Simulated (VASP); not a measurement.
# Ge2H in VASP: further runs, part 2 of 2

VASP 6.6.1. The steps go on from the part before.

## 3. Single point, PBE+D3(BJ), collinear spin

File INCAR:

```
PREC = Accurate ; ENCUT = 520
EDIFF = 1E-6 ; ISMEAR = 0
SIGMA = 0.1 ; LREAL = F
LASPH = T ; NELM = 150
ALGO = Normal ; ISIF = 2
LWAVE = F ; LCHARG = F
ISPIN = 2 ; MAGMOM = 0 0 1
LORBIT = 11 ; LDIPOL = T
IDIPOL = 3 ; DIPOL = 0.5 0.5 0.256
GGA = PE ; IVDW = 12
NBANDS = 26
```

File KPOINTS:

```
Automatic mesh
0
Gamma
  9 9 1
```

File POSCAR:

```
Ge2H
1.0
    4.0226895460      0.0000000000      0.0000000000
   -2.0113447730      3.4837513384      0.0000000000
    0.0000000000      0.0000000000     17.6842610184
Ge H
2 1
Direct
    0.3333333333      0.6666666667      0.2648830513
    0.6666666667      0.3333333333      0.2261898304
    1.1111111111     -0.1111111111      0.2756270682
```

Potentials or basis: VASP PAW PBE potentials, release 64 (Ge_d, H).

On the command line:

```
> cat potpaw_PBE.64/Ge_d/POTCAR potpaw_PBE.64/H/POTCAR > POTCAR
> mpirun -np 1 vasp_std > vasp.out
```

OUTCAR:

```text
PREC = Accurate
   ENCUT = 520
   EDIFF = 1E-6
   ISMEAR = 0
   LREAL = F
   LASPH = T
   NELM = 150
   ISIF = 2
   ISPIN = 2
   LORBIT = 11
   GGA = PE
   IVDW = 12
 IVDW          = 12

 ion  position               nearest neighbor table
   1  0.333  0.667  0.265-   3 1.56   2 2.42   2 2.42   2 2.42
   2  0.667  0.333  0.226-   1 2.42   1 2.42   1 2.42
   3  0.111  0.889  0.276-   1 1.56

  LATTYP: Found a hexagonal cell.
 ALAT       =     4.0226895460
 C/A-ratio  =     4.3961287134

  Lattice vectors:

 A1 = (   4.0226895460,   0.0000000000,   0.0000000000)
 A2 = (  -2.0113447730,   3.4837513384,   0.0000000000)
[... 1621 lines left out ...]
  energy-cutoff  :      520.00
  volume of cell :      247.83
      direct lattice vectors                 reciprocal lattice vectors
     4.022689546  0.000000000  0.000000000     0.248589902  0.143523447  0.000000000
    -2.011344773  3.483751338  0.000000000     0.000000000  0.287046894  0.000000000
     0.000000000  0.000000000 17.684261018     0.000000000  0.000000000  0.056547458

 POSITION                                       TOTAL-FORCE (eV/Angst)
 -----------------------------------------------------------------------------------
     -0.00000      2.32250      4.68426         0.597229     -0.344810      0.511329
      2.01134      1.16125      4.00000         0.384760     -0.222141     -1.240361
     -1.34090      3.09667      4.87426        -0.981989      0.566951      0.729032
 -----------------------------------------------------------------------------------
    total drift:                               -0.000191      0.000110      0.001460

  FREE ENERGIE OF THE ION-ELECTRON SYSTEM (eV)
  ---------------------------------------------------
  free  energy   TOTEN  =       -10.0004278901 eV

  energy  without entropy=       -9.9877551146  energy(sigma->0) =       -9.99409150

 vacuum level on the upper side and lower side of the slab         1.817         1.730

 total charge

# of ion       s       p       d       tot
------------------------------------------
    1        1.157   1.268  10.049  12.474
    2        1.245   1.036  10.031  12.312
    3        0.511   0.022   0.000   0.534
--------------------------------------------------
tot          2.914   2.326  20.079  25.319

 magnetization (x)

# of ion       s       p       d       tot
------------------------------------------
    1        0.000   0.000   0.000   0.000
    2        0.000   0.000   0.000   0.000
    3        0.000   0.000   0.000   0.000
--------------------------------------------------
tot          0.000   0.000   0.000   0.000
```

OSZICAR:

```text
N       E                     dE             d eps       ncg     rms          rms(c)
DAV:   1     0.200201865897E+03    0.20020E+03   -0.14689E+04  3082   0.137E+03
DAV:   2     0.231885332790E+02   -0.17701E+03   -0.16977E+03  2768   0.373E+02
DAV:   3    -0.729084258004E+01   -0.30479E+02   -0.30241E+02  3588   0.125E+02
[... 16 lines left out ...]
DAV:  20    -0.965993446779E+01   -0.15565E-03   -0.24279E-05  2354   0.207E-02    0.351E-03
DAV:  21    -0.965996925799E+01   -0.34790E-04   -0.63799E-06  2374   0.137E-02    0.201E-03
DAV:  22    -0.965998026176E+01   -0.11004E-04   -0.25363E-06  2412   0.751E-03    0.130E-03
DAV:  23    -0.965998397862E+01   -0.37169E-05   -0.64248E-07  2416   0.736E-03    0.828E-04
DAV:  24    -0.965998633850E+01   -0.23599E-05   -0.45714E-07  2404   0.581E-03    0.538E-04
DAV:  25    -0.965998654288E+01   -0.20438E-06   -0.12665E-07  2218   0.226E-03
   1 F= -.10000428E+02 E0= -.99940915E+01  d E =-.126728E-01  mag=     0.0001
```

Run time: 12 min. Hardware: 1 thread of Oxide Virtual Turin-like, shared host; peak memory 0.53 GiB.

What came out:

```yaml
Free_energy: -10.0004 eV
Largest_force: 1.348 eV/Å
Net_moment: 0.00 μB per cell
Valence_electrons_inside_the_program's_atomic_spheres: Ge 12.47, 12.31; H 0.53
Dispersion_energy_per_atom: -0.113 eV
```

Forces on the atoms (eV/Å):
```
Ge   0.597 -0.345  0.511
Ge   0.385 -0.222 -1.240
H   -0.982  0.567  0.729
```

Levels at points of the mesh, in eV from the Fermi level:
Spin up:
```
           k point  band 12  band 13  band 14  band 15  band 16  band 17  band 18  band 19
(0.00, 0.00, 0.00)    -4.82    -2.16    -1.17     0.01     0.26     1.95     3.13     4.09
```
Spin down:
| k point | band 13 | band 14 | band 15 | band 16 | band 17 | band 18 |
| --- | --- | --- | --- | --- | --- | --- |
| (0.00, 0.00, 0.00) | -2.16 | -1.17 | 0.01 | 0.26 | 1.95 | 3.13 |

## 4. Single point, PBE+D3(BJ), collinear spin

File INCAR:

```
SYSTEM = Ge2H
  PREC = Accurate
  ENCUT = 520
  EDIFF = 1E-7
  ISMEAR = 0
  SIGMA = 0.1
  LREAL = .False.
  LASPH = .True.
  NELM = 150
  ALGO = Fast
  ISIF = 2
  LWAVE = .False.
  LCHARG = .True.
  ISPIN = 2
  MAGMOM = 0 0 1
  LORBIT = 11
  LDIPOL = .True.
  IDIPOL = 3
  DIPOL = 0.5 0.5 0.274
  GGA = PE
  IVDW = 12
  LELF = .True.
  LVHAR = .True.
  LVACPOTAV = .True.
  NBANDS = 26
```

File KPOINTS:

```
Automatic mesh
0
Gamma
  9 9 1
  0 0 0
```

Edit POSCAR of step 3 so:

```diff
@@ -10,2 +10,2 @@
     0.6666666667      0.3333333333      0.2261898304
-    1.1111111111     -0.1111111111      0.2756270682
+    1.1111111111     -0.1111111111      0.3316090513
```

On the command line:

```
> cat potpaw_PBE.64/Ge_d/POTCAR potpaw_PBE.64/H/POTCAR > POTCAR
> mpirun -np 1 vasp_std > vasp.out
```

Wall time 17 min (1 thread of Oxide Virtual Turin-like, shared host); peak memory 0.55 GiB.

It converged, with:

```yaml
Free_energy: -10.3992 eV
Largest_force: 1.733 eV/Å
Net_moment: 0.00 μB per cell
Valence_electrons_inside_the_program's_atomic_spheres: Ge 12.35, 12.32; H 0.43
Dispersion_energy_per_atom: -0.127 eV
```

Forces on the atoms (eV/Å):
```
Ge  -1.188  0.686  1.058
Ge   0.246 -0.142 -0.581
H    0.942 -0.544 -0.477
```

Levels at points of the mesh, in eV from the Fermi level:
Spin up:
| k point | band 11 | band 12 | band 13 | band 14 | band 15 | band 16 | band 17 | band 18 | band 19 | band 20 |
| --- | --- | --- | --- | --- | --- | --- | --- | --- | --- | --- |
| (0.00, 0.00, 0.00) | -11.80 | -4.89 | -1.15 | -0.77 | -0.18 | 0.61 | 2.79 | 3.55 | 3.92 | 4.44 |
Spin down:
| k point | band 13 | band 14 | band 15 | band 16 | band 17 | band 18 |
| --- | --- | --- | --- | --- | --- | --- |
| (0.00, 0.00, 0.00) | -1.15 | -0.77 | -0.18 | 0.61 | 2.79 | 3.55 |

## 5. Overview

| cell | gap on the mesh (eV) | moment (μB) | largest force (eV/Å) |
| --- | --- | --- | --- |
| as given, atomic positions A | 0.01 | 0.99 | 0.04 |
| as given, atomic positions B | none | 0.00 | 1.35 |
| as given, atomic positions C | none | 0.00 | 1.73 |

Alike in all rows: task single point; level PBE+D3(BJ); potentials or basis VASP PAW PBE potentials, release 64 (Ge_d, H); spin collinear; k mesh 9 × 9 × 1; cutoff (eV) 520; smearing gaussian 0.1 eV.

Total energies depend on the potentials used, so only differences within one code and one set of settings carry meaning.
